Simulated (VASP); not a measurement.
**AlNi3: single point with LDA**

The system is AlNi3.

```
CELL_PARAMETERS angstrom
3.49941 0.00000 0.00000
0.00000 3.49941 0.00000
0.00000 0.00000 3.49941
ATOMIC_POSITIONS crystal
Ni 0.50000 0.50000 0.00000
Ni 0.50000 0.00000 0.50000
Ni 0.00000 0.50000 0.50000
Al 0.00000 0.00000 0.00000
```

This cell differs from its parent crystal: volume scaled by 0.98.

```json
{
 "Program": "VASP 6.6.1",
 "Task": "single point",
 "Functional": "LDA",
 "Potentials or basis": "VASP PAW LDA potentials, release 64 (Ni, Al)",
 "Cutoff": "520 eV",
 "k mesh": "8 × 8 × 8",
 "Occupations": "fermi-dirac, width 0.05 eV",
 "Spin": "collinear spin, ferromagnetic start",
 "Starting moments": "[1.0, 1.0, 1.0, 0.0] μB",
 "Dipole correction": "no",
 "Further INCAR settings": "ALGO = Normal; EDIFF = 1e-06; NBANDS = 28"
}
```

```json
{
  "Pressure": "-3.3 GPa",
  "Net moment": "0.33 μB per cell",
  "Site moments": "Ni +0.11; Al -0.00 μB",
  "Valence electrons inside the program's atomic spheres": "Ni 9.51; Al 0.83"
}
```

Levels at points of the mesh, in eV from the Fermi level:
Spin up:
```csv
k point,band 15,band 16,band 17,band 18,band 19,band 20
"(0.00, 0.00, 0.00)",0.10,0.10,0.92,0.92,0.92,6.94
"(0.50, 0.00, 0.00)",-1.00,-0.42,0.10,5.80,5.80,5.82
"(0.50, 0.50, 0.00)",-0.92,-0.89,-0.52,1.05,1.05,8.47
"(0.50, 0.50, 0.50)",-1.04,-0.19,-0.10,-0.10,-0.10,3.78
```
Spin down:
```tsv
k point	band 12	band 13	band 14	band 15	band 16	band 17	band 18	band 19	band 20	band 21
(0.00, 0.00, 0.00)	-0.39	-0.02	0.26	0.26	0.26	0.92	0.92	0.92	6.99	6.99
(0.50, 0.00, 0.00)	-1.07	-1.06	-1.06	-0.90	-0.32	0.26	5.83	5.83	5.85	5.85
(0.50, 0.50, 0.00)	-1.20	-1.20	-1.12	-0.84	-0.74	-0.45	1.16	1.16	8.49	8.49
(0.50, 0.50, 0.50)	-1.20	-1.20	-0.95	-0.95	-0.18	0.03	0.03	0.03	3.83	4.44
```

Wall time 55 s on 1 thread of Intel(R) Xeon(R) 6975P-C (Granite Rapids) (shared host), peak memory 0.18 GiB.
